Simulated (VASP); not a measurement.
Wanted: the native input for a VASP 6.6.1 run.

```
Task                   : single point
Functional             : LDA
Potentials or basis    : VASP PAW LDA potentials, release 64 (Si)
Cutoff                 : 520 eV
k mesh                 : 16 × 16 × 16
Occupations            : fermi-dirac, width 0.05 eV
Spin                   : no spin polarisation
Dipole correction      : no
Further INCAR settings : ALGO = Normal; EDIFF = 1e-06; NBANDS = 11
```

The structure of Si lies in POSCAR:

```
Si
1.0
   -2.1963475000      2.3538600000      1.2767625000
    2.2345975000     -2.3156100000      1.2732375000
    2.2674025000      2.3831400000     -1.2057075000
Si
2
Direct
    0.8070000000      0.5570000000      0.2500000000
    0.1930000000      0.4430000000      0.7500000000
```

This cell differs from its parent crystal: equal xy, yz and zx shear strains of +3 %.

These files were run (other wordings do the same):

INCAR

```
ALGO     = Normal         # electronic algorithm
EDIFF    = 1E-6           # SCF threshold, eV
ENCUT    = 520            # plane-wave cutoff, eV
ISIF     = 2              # what is computed and relaxed
ISMEAR   = -1             # smearing method
LASPH    = True           # aspherical terms in the spheres
LCHARG   = True           # write CHGCAR
LELF     = True           # ELF
LREAL    = False          # projectors in reciprocal space
LVHAR    = True         
LWAVE    = False          # write WAVECAR
NBANDS   = 11             # bands
NELM     = 80             # most SCF steps
PREC     = Accurate       # precision mode
SIGMA    = 0.05           # smearing width, eV
```

KPOINTS

```
k-points
0
Gamma
  16 16 16
```

Potentials or basis: VASP PAW LDA potentials, release 64 (Si).

Launch:

```bash
$ cat potpaw_LDA.64/Si/POTCAR > POTCAR
$ mpirun -np 1 vasp_std > vasp.out
```

Results of the run:

```
Pressure               : 11.0 GPa
Largest force          : 0.095 eV/Å
Band gap on the k mesh : zero (bands 4 and 5 overlap by 7.50 eV)
```

Caveat: the cell differs from its parent crystal (equal xy, yz and zx shear strains of +3 %); the cell stands under pressure.

Wall time 7.1 min on 1 thread of Intel(R) Xeon(R) 6975P-C (Granite Rapids), on a shared host, peak memory 0.54 GiB.
